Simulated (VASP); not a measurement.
The system is GaAs.

```
Ga As
1.0
    -1.81805    1.81805    3.37643
     1.81805   -1.81805    3.37643
     1.81805    1.81805   -3.37643
Ga As
1 1
Direct
  0.50000 0.50000 0.00000
  0.00000 0.00000 0.00000
```

| Item | Value |
| --- | --- |
| Program | VASP 6.6.1 |
| Task | relaxation of cell and atoms |
| Functional | PBE |
| Potentials or basis | VASP PAW PBE potentials, release 64 (Ga_d, As) |
| Cutoff | 600 eV |
| k mesh | 6 × 6 × 6 |
| Occupations | gaussian, width 0.1 eV |
| Spin | no spin polarisation |

At the start: pressure -0.3 GPa; volume 22.32 Å³/atom.

Problem. Where does the relaxation end?

Solution. Over 10 steps the energy falls by 174.5 meV/atom and the volume is 19.58 Å³/atom (-12.3 %); space group Fm-3m (No. 225, to 0.05 Å).

Step by step:
```tsv
step	energy change (eV)	largest force (eV/Å)	pressure (GPa)	volume (Å³)
1	0.0000	0.0000	-0.31	44.64
2	-0.1203	0.0000	-3.17	44.28
3	-0.1941	0.0000	-4.04	43.91
4	-0.2869	0.0000	-4.98	42.90
5	-0.3475	0.0000	-0.05	39.37
6	-0.3476	0.0000	-0.29	39.49
7	-0.3482	0.0000	-0.31	39.48
8	-0.3489	0.0000	-0.32	39.46
9	-0.3489	0.0000	-0.31	39.45
10	-0.3490	0.0000	0.19	39.17
```

Final structure:
```yaml
crystal:
  lattice:
    - [-1.90472, 1.90472, 2.69889]
    - [1.90472, -1.90472, 2.69889]
    - [1.90472, 1.90472, -2.69889]
  atoms:
    - { symbol: Ga, position: [0.50000, 0.50000, 0.00000] }
    - { symbol: As, position: [0.00000, 0.00000, 0.00000] }
```

Caveat: the k points lie up to 0.39 Å⁻¹ apart in the final cell.
